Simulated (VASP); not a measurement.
# BiTe5 (P4/mmm) in VASP: notebook

The runs below take BiTe5 through relaxation of cell and atoms, single point, with PBE.

Everything below comes from runs of VASP 6.6.1. Logs are shortened: lines on timing, memory, paths and dates and some standing lists are left out, and cuts for length are marked.

## (1) The cell of the first run

It takes space group P4/mmm (No. 123, tetragonal). The conventional cell has a = 7.015 Å, b = 7.015 Å, c = 4.535 Å, α = 90.00°, β = 90.00°, γ = 90.00°. Within 3.0 Å of Bi (site symmetry 4/mmm) lie 2 Te at 2.27 Å. Te (site symmetry m2m) has 3 Te at 2.59 to 3.35 Å within 3.4 Å. Te (site symmetry 4/mmm) has 2 Bi at 2.27 Å within 3.0 Å.

The cell was built from a structure type or drawn by symmetry, and may not be a known phase.

## (2) Relaxation of cell and atoms, PBE

File INCAR:

```
SYSTEM = BiTe5
ALGO = Normal
EDIFF = 1E-6
EDIFFG = -0.04
ENCUT = 600
GGA = PE
IBRION = 2
ISIF = 3
ISMEAR = 0
LASPH = .TRUE.
LCHARG = .FALSE.
LREAL = .FALSE.
LWAVE = .FALSE.
NELM = 60
NSW = 90
PREC = Accurate
SIGMA = 0.1
```

File KPOINTS:

```
k-points
0
G
  4 4 4
  0 0 0
```

File POSCAR:

```
BiTe5
1.0
    7.0147695500      0.0000000000      0.0000000000
    0.0000000000      7.0147695500      0.0000000000
    0.0000000000      0.0000000000      4.5350873700
Bi Te
1 5
Direct
    0.5000000000      0.5000000000      0.5000000000
    0.7391173500      0.0000000000      0.0000000000
    0.2608826500      0.0000000000      0.0000000000
    0.0000000000      0.7391173500      0.0000000000
    0.0000000000      0.2608826500      0.0000000000
    0.5000000000      0.5000000000      0.0000000000
```

Potentials or basis: VASP PAW PBE potentials, release 64 (Bi_d, Te).

Command:

```
cat potpaw_PBE.64/Bi_d/POTCAR potpaw_PBE.64/Te/POTCAR > POTCAR
mpirun -np 1 vasp_std > vasp.out
```

OUTCAR:

```text
SYSTEM = BiTe5
   EDIFF = 1E-6
   EDIFFG = -0.04
   ENCUT = 600
   GGA = PE
   IBRION = 2
   ISIF = 3
   ISMEAR = 0
   LASPH = .TRUE.
   LREAL = .FALSE.
   NELM = 60
   NSW = 90
   PREC = Accurate

 ion  position               nearest neighbor table
   1  0.500  0.500  0.500-   6 2.27   6 2.27
   2  0.739  0.000  0.000-   4 2.59   5 2.59   3 3.35   3 3.66
   3  0.261  0.000  0.000-   4 2.59   5 2.59   2 3.35   2 3.66
   4  0.000  0.739  0.000-   2 2.59   3 2.59   5 3.35   5 3.66
   5  0.000  0.261  0.000-   2 2.59   3 2.59   4 3.35   4 3.66
   6  0.500  0.500  0.000-   1 2.27   1 2.27

  LATTYP: Found a simple tetragonal cell.
 ALAT       =     7.0147695500
 C/A-ratio  =     0.6465055392

  Lattice vectors:

 A1 = (   7.0147695500,   0.0000000000,   0.0000000000)
 A2 = (   0.0000000000,   7.0147695500,   0.0000000000)
 A3 = (   0.0000000000,   0.0000000000,   4.5350873700)

Analysis of symmetry for initial positions (statically):
=====================================================================
 Subroutine PRICEL returns:
 Original cell was already a primitive cell.

 Routine SETGRP: Setting up the symmetry group for a
 simple tetragonal supercell.

 Subroutine GETGRP returns: Found 16 space group operations
 (whereof 16 operations were pure point group operations)
 out of a pool of 16 trial point group operations.

The static configuration has the point symmetry D_4h.

Analysis of symmetry for dynamics (positions and initial velocities):
=====================================================================
 Subroutine PRICEL returns:
 Original cell was already a primitive cell.

 Routine SETGRP: Setting up the symmetry group for a
 simple tetragonal supercell.

 Subroutine GETGRP returns: Found 16 space group operations
 (whereof 16 operations were pure point group operations)
 out of a pool of 16 trial point group operations.

The dynamic configuration has the point symmetry D_4h.

 Subroutine INISYM returns: Found 16 space group operations
 (whereof 16 operations are pure point group operations),
 and found     1 'primitive' translations

----------------------------------------------------------------------------------------

                                     Primitive cell

  volume of cell :     223.1580
[... 75 lines left out ...]
   dimension x,y,z NGX =    56 NGY =   56 NGZ =   36
   dimension x,y,z NGXF=   112 NGYF=  112 NGZF=   72
   ions per type =               1   5
   NGX,Y,Z   is equivalent  to a cutoff of  13.27, 13.27, 13.20 a.u.
   NGXF,Y,Z  is equivalent  to a cutoff of  26.54, 26.54, 26.39 a.u.
 SYSTEM =  BiTe5
   PREC   = accura    normal or accurate (medium, high low for compatibility)
   ISTART =      0    job   : 0-new  1-cont  2-samecut
   ICHARG =      2    charge: 1-file 2-atom 10-const
   ISPIN  =      1    spin polarized calculation?
   LNONCOLLINEAR =      F non collinear calculations
   LSORBIT =      F    spin-orbit coupling
   LASPH  =      T    aspherical Exc in radial PAW
   ENCUT  =  600.0 eV  44.10 Ry    6.64 a.u.  14.01 14.01  9.06*2*pi/ulx,y,z
   NELM   =     60;   NELMIN=  2; NELMDL= -5     # of ELM steps
   EDIFF  = 0.1E-05   stopping-criterion for ELM
   LREAL  =      F    real-space projection
   EDIFFG = -.4E-01   stopping-criterion for IOM
   NSW    =     90    number of steps for IOM
   IBRION =      2    ionic relax: 0-MD 1-quasi-New 2-CG
   NFREE  =      1    steps in history (QN), initial steepest desc. (CG)
   ISIF   =      3    stress and relaxation
   ISYM   =      2    0-nonsym 1-usesym 2-fastsym
   POTIM  = 0.5000    time-step for ionic-motion
   TEBEG  =    0.0;   TEEND  =   0.0 temperature during run
   PSTRESS=    0.0 pullay stress
   NELECT =      45.0000    total number of electrons
   NUPDOWN=      -1.0000    fix difference up-down
   EMIN   =  10.00;   EMAX   =-10.00  energy-range for DOS
   EFERMI =   0.00;   METHOD = LEGACY
   ISMEAR =     0;   SIGMA  =   0.10  broadening in eV -4-tet -1-fermi 0-gaus
   EFERMI_NEDOS =   21; number of points for ismear=-14 and -15
   IALGO  =     38    algorithm
   IMIX   =      4    mixing-type and parameters
     AMIX     =   0.40;   BMIX     =  1.00
     AMIX_MAG =   1.60;   BMIX_MAG =  1.00
  volume/ion in A,a.u.               =      37.19       250.99
  Fermi-wavevector in a.u.,A,eV,Ry     =   0.960008  1.814152 12.539338  0.921615
  Thomas-Fermi vector in A             =   2.089254
   LORBIT       =      0    0 simple, 1 ext, 2 COOP (PROOUT), +10 PAW based schemes
   GGA     = PE    functional components
   LHFCALC =     F    Hartree Fock is set to
   AEXX    =    0.0000 exact exchange contribution
   IVDW    =     0    specifies the selected vdW correction
   LEPSILON=     F    determine dielectric tensor
   LRPA    =     F    only Hartree local field effects (RPA)
 conjugate gradient relaxation of ions
 non-spin polarized calculation
 Gauss-broadening in eV      SIGMA  =   0.10
  energy-cutoff  :      600.00
  volume of cell :      223.16
 maximum number of plane-waves:      7496
   NGX = 29   NGY = 29   NGZ = 19

--------------------------------------- Ionic step        1  -------------------------------------------

 number of electron      45.0000010 magnetization

 Free energy of the ion-electron system (eV)
  ---------------------------------------------------
  ext. energy  EPLUGINS =         0.00000000
  ---------------------------------------------------
  free energy    TOTEN  =       -10.49878425 eV

  energy without entropy =      -10.45664223  energy(sigma->0) =      -10.47771324

------------------------ aborting loop because EDIFF is reached ----------------------------------------

  FORCE on cell =-STRESS in cart. coord.  units (eV):
  Direction    XX          YY          ZZ          XY          YZ          ZX
  --------------------------------------------------------------------------------------
  -------------------------------------------------------------------------------------
  Total       15.5641499     15.5641499     61.3832832      0.0000000     -0.0000000      0.0000000
  in kB      111.7438198    111.7438198    440.7052477      0.0000000     -0.0000000      0.0000000
  external PRESSURE =     221.3976291 kB  Pullay stress =       0.0000000 kB
[... 267 lines left out ...]
--------------------------------------- Ionic step        8  -------------------------------------------

 number of electron      45.0000008 magnetization

 Free energy of the ion-electron system (eV)
  ---------------------------------------------------
  ext. energy  EPLUGINS =         0.00000000
  ---------------------------------------------------
  free energy    TOTEN  =       -16.94082093 eV

  energy without entropy =      -16.89135972  energy(sigma->0) =      -16.91609032

 E-fermi :   2.2779     XC(G=0):  -7.0444

 val. band max:        2.2513847003   @ k =   0.5000   0.0000   0.0000
 cond. band min:       2.3013220858   @ k =   0.5000   0.0000   0.5000
 fundamental gap:      0.0499373855
 Fermi energy:         2.2778876010

 k-point     1 :       0.0000    0.0000    0.0000
  band No.  band energies     occupation
      1     -20.7150      2.00000
      2     -20.6584      2.00000
      3     -20.6584      2.00000
      4     -20.6166      2.00000
      5     -20.6161      2.00000
      6     -11.0092      2.00000
[... 562 lines left out ...]
  FREE ENERGIE OF THE ION-ELECTRON SYSTEM (eV)
  ---------------------------------------------------
  free  energy   TOTEN  =       -16.9408209253 eV

  energy  without entropy=      -16.8913597192  energy(sigma->0) =      -16.91609032

 reached required accuracy - stopping structural energy minimisation
```

CONTCAR:

```text
BiTe5
   1.00000000000000
     7.2902787444614647    0.0000000000000000    0.0000000000000000
     0.0000000000000000    7.2902787444614647   -0.0000000000000000
    -0.0000000000000000   -0.0000000000000000    5.9081207559608329
  Bi              Te
     1     5
Direct
     0.5000000000000000    0.5000000000000000    0.5000000000000000
     0.7279179713158999    0.0000000000000000    0.0000000000000000
     0.2720820286841001    0.0000000000000000    1.0000000000000000
     1.0000000000000000    0.7279179713158999    0.0000000000000000
     1.0000000000000000    0.2720820286841001    1.0000000000000000
     0.5000000000000000    0.5000000000000000    0.0000000000000000

  0.00000000E+00  0.00000000E+00  0.00000000E+00
  0.00000000E+00  0.00000000E+00  0.00000000E+00
  0.00000000E+00  0.00000000E+00  0.00000000E+00
  0.00000000E+00  0.00000000E+00  0.00000000E+00
  0.00000000E+00  0.00000000E+00  0.00000000E+00
  0.00000000E+00  0.00000000E+00  0.00000000E+00
```

It took 11 min on 1 thread of Intel Xeon Platinum 8488C (Sapphire Rapids), shared host; peak memory 0.4 GiB.

What came out:

```yaml
Free_energy: -16.9408 eV
Relaxed_volume: 52.33 Å³/atom
Relaxed_cell: a = 7.290 Å, b = 7.290 Å, c = 5.908 Å, α = 90.00°, β = 90.00°, γ = 90.00°
Space_group_after_relaxing_to_0.1_Å: P4/mmm (No. 123)
Energy_gained_by_relaxing: 1073.7 meV/atom
Ionic_steps: 8
Pressure_after_relaxing: 0.0 GPa
Largest_force_after_relaxing: 0.023 eV/Å
Band_gap_on_the_k_mesh: zero (an odd number of electrons rules out a gap without spin polarisation)
```

Forces on the atoms (eV/Å):
```
Bi   0.000  0.000  0.000
Te  -0.023  0.000  0.000
Te   0.023  0.000  0.000
Te   0.000 -0.023  0.000
Te   0.000  0.023  0.000
Te   0.000  0.000  0.000
```

Step by step:
| step | energy change (eV) | largest force (eV/Å) | pressure (GPa) | volume (Å³) |
| --- | --- | --- | --- | --- |
| 1 | 0.0000 | 3.4375 | 22.14 | 223.16 |
| 2 | -4.4316 | 1.0786 | -3.75 | 421.94 |
| 3 | -6.2473 | 0.4004 | -0.25 | 311.50 |
| 4 | -6.2570 | 0.6225 | -1.05 | 324.04 |
| 5 | -6.2642 | 0.5607 | -0.81 | 320.26 |
| 6 | -6.4364 | 0.1124 | 0.31 | 310.57 |
| 7 | -6.4365 | 0.0924 | 0.28 | 310.79 |
| 8 | -6.4420 | 0.0235 | -0.01 | 314.01 |

Final structure:
```cif
data_structure
_symmetry_space_group_name_H-M 'P 1'
_symmetry_Int_Tables_number 1
_cell_length_a 7.2903
_cell_length_b 7.2903
_cell_length_c 5.9081
_cell_angle_alpha 90.000
_cell_angle_beta 90.000
_cell_angle_gamma 90.000
_cell_volume 314.01
loop_
_atom_site_label
_atom_site_type_symbol
_atom_site_fract_x
_atom_site_fract_y
_atom_site_fract_z
_atom_site_occupancy
Bi1 Bi 0.50000 0.50000 0.50000 1
Te1 Te 0.72792 0.00000 0.00000 1
Te2 Te 0.27208 0.00000 0.00000 1
Te3 Te 0.00000 0.72792 0.00000 1
Te4 Te 0.00000 0.27208 0.00000 1
Te5 Te 0.50000 0.50000 0.00000 1
```

Caveat: the volume moved by over 15 % at a fixed basis, so the end points are rough; spin-orbit coupling is left out, which moves the levels of the heavy elements.

## (3) Single point, PBE

This run uses another cell than the first one, of 52.14 Å³/atom.

File INCAR:

```
ALGO     = Normal         # electronic algorithm
EDIFF    = 1E-7           # SCF threshold, eV
ENCUT    = 520            # plane-wave cutoff, eV
GGA      = PE             # functional
ISIF     = 2              # what is computed and relaxed
ISMEAR   = 0              # smearing method
LASPH    = T              # aspherical terms in the spheres
LCHARG   = F              # write CHGCAR
LREAL    = F              # projectors in reciprocal space
LWAVE    = F              # write WAVECAR
NBANDS   = 32             # bands
NELM     = 60             # most SCF steps
PREC     = Accurate       # precision mode
SIGMA    = 0.1            # smearing width, eV
```

File KPOINTS:

```
k-points
0
Gamma
  6 6 6
```

File POSCAR:

```
BiTe5
1.0
    7.2852972281      0.0000000000      0.0000000000
    0.0000000000      7.2852972281      0.0000000000
    0.0000000000      0.0000000000      5.8944557892
Bi Te
1 5
Direct
    0.5000000000      0.5000000000      0.5000000000
    0.7280412896      0.0000000000      0.0000000000
    0.2719587104      0.0000000000      0.0000000000
    0.0000000000      0.7280412896      0.0000000000
    0.0000000000      0.2719587104      0.0000000000
    0.5000000000      0.5000000000      0.0000000000
```

Potentials or basis: VASP PAW PBE potentials, release 64 (Bi_d, Te).

Command:

```
cat potpaw_PBE.64/Bi_d/POTCAR potpaw_PBE.64/Te/POTCAR > POTCAR
mpirun -np 1 vasp_std > vasp.out
```

OUTCAR:

```text
EDIFF = 1E-7
   ENCUT = 520
   GGA = PE
   ISIF = 2
   ISMEAR = 0
   LASPH = T
   LREAL = F
   NELM = 60
   PREC = Accurate

 ion  position               nearest neighbor table
   1  0.500  0.500  0.500-   6 2.95   6 2.95
   2  0.728  0.000  0.000-   4 2.80   5 2.80   3 3.32
   3  0.272  0.000  0.000-   4 2.80   5 2.80   2 3.32
   4  0.000  0.728  0.000-   2 2.80   3 2.80   5 3.32
   5  0.000  0.272  0.000-   2 2.80   3 2.80   4 3.32
   6  0.500  0.500  0.000-   1 2.95   1 2.95

[... 1046 lines left out ...]
  -------------------------------------------------------------------------------------
  Total       -0.0202061     -0.0202061     -0.0191398      0.0000000      0.0000000      0.0000000
  in kB       -0.1034797     -0.1034797     -0.0980186      0.0000000      0.0000000      0.0000000
  external PRESSURE =      -0.1016593 kB  Pullay stress =       0.0000000 kB

 VOLUME and BASIS-vectors are now :
 -----------------------------------------------------------------------------
  energy-cutoff  :      520.00
  volume of cell :      312.85
      direct lattice vectors                 reciprocal lattice vectors
     7.285297228  0.000000000  0.000000000     0.137262759  0.000000000  0.000000000
     0.000000000  7.285297228  0.000000000     0.000000000  0.137262759  0.000000000
     0.000000000  0.000000000  5.894455789     0.000000000  0.000000000  0.169650946

 POSITION                                       TOTAL-FORCE (eV/Angst)
 -----------------------------------------------------------------------------------
      3.64265      3.64265      2.94723         0.000000      0.000000      0.000000
      5.30400      0.00000      0.00000        -0.017667     -0.000000     -0.000000
      1.98130      0.00000      0.00000         0.017667     -0.000000      0.000000
      0.00000      5.30400      0.00000        -0.000000     -0.017667     -0.000000
      0.00000      1.98130      0.00000         0.000000      0.017667     -0.000000
      3.64265      3.64265      0.00000         0.000000      0.000000      0.000000
 -----------------------------------------------------------------------------------
    total drift:                                0.000000      0.000000      0.000000

  FREE ENERGIE OF THE ION-ELECTRON SYSTEM (eV)
  ---------------------------------------------------
  free  energy   TOTEN  =       -17.0365450261 eV

  energy  without entropy=      -16.9954117695  energy(sigma->0) =      -17.01597840
```

It took 5 min on 1 thread of Intel Xeon Platinum 8488C (Sapphire Rapids), shared host; peak memory 0.59 GiB.

What came out:

```yaml
Free_energy: -17.0365 eV
Pressure: 0.0 GPa
Largest_force: 0.018 eV/Å
Band_gap_on_the_k_mesh: zero (an odd number of electrons rules out a gap without spin polarisation)
```

Forces in eV/Å, atoms in the order of the input:
```
Bi   0.000  0.000  0.000
Te  -0.018  0.000  0.000
Te   0.018  0.000  0.000
Te   0.000 -0.018  0.000
Te   0.000  0.018  0.000
Te   0.000  0.000  0.000
```

Caveat: spin-orbit coupling is left out, which moves the levels of the heavy elements.
